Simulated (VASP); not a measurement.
Write the native input for VASP 6.6.1 that does the following.

```yaml
Task: single point
Functional: PBE
Potentials_or_basis: VASP PAW PBE potentials, release 64 (Ga_d, Sb, As)
Cutoff: 520 eV
k_mesh: 6 × 6 × 2
Occupations: gaussian, width 0.1 eV
Spin: no spin polarisation
Dipole_correction: no
Further_INCAR_settings: ALGO = Normal; EDIFF = 1e-07; NBANDS = 36
```

The structure of Ga3Sb2As lies in POSCAR:

```
Ga3Sb2As
1.0
    4.2923402541      0.0000000000      0.0000000000
   -2.1461701270      3.7172757017      0.0000000000
    0.0000000000      0.0000000000     10.4843486217
Ga Sb As
3 2 1
Direct
    0.0000000000      0.0000000000     -0.0131909235
    0.3333333333      0.6666666667      0.6796038227
    0.6666666667      0.3333333333      0.3340305205
    0.6666666667      0.3333333333      0.5890625428
    0.0000000000      0.0000000000      0.2437447253
    0.3333333333      0.6666666667      0.9167493122
```

One way to write it, as run:

INCAR

```
SYSTEM = Ga3Sb2As
ALGO = Normal
EDIFF = 1E-7
ENCUT = 520
GGA = PE
ISIF = 2
ISMEAR = 0
LASPH = .TRUE.
LCHARG = .FALSE.
LREAL = .FALSE.
LWAVE = .FALSE.
NBANDS = 36
NELM = 100
PREC = Accurate
SIGMA = 0.1
```

KPOINTS

```
k-points
0
G
  6 6 2
  0 0 0
```

Potentials or basis: VASP PAW PBE potentials, release 64 (Ga_d, Sb, As).

Run with:

```console
$ cat potpaw_PBE.64/Ga_d/POTCAR potpaw_PBE.64/Sb/POTCAR potpaw_PBE.64/As/POTCAR > POTCAR
$ mpirun -np 1 vasp_std > vasp.out
```

Results of the run:

| Quantity | Value |
| --- | --- |
| Pressure | 0.2 GPa |
| Largest force | 0.018 eV/Å |
| Band gap on the k mesh | zero (band 27 reaches 4.29 eV, above the bottom of band 28 at 4.16 eV) |

Caveat: spin-orbit coupling is left out, which moves the levels of the heavy elements.

Wall time 96 s on 1 thread of AMD EPYC 7R43 64-Core Processor (Zen 3) (shared host), peak memory 0.27 GiB.
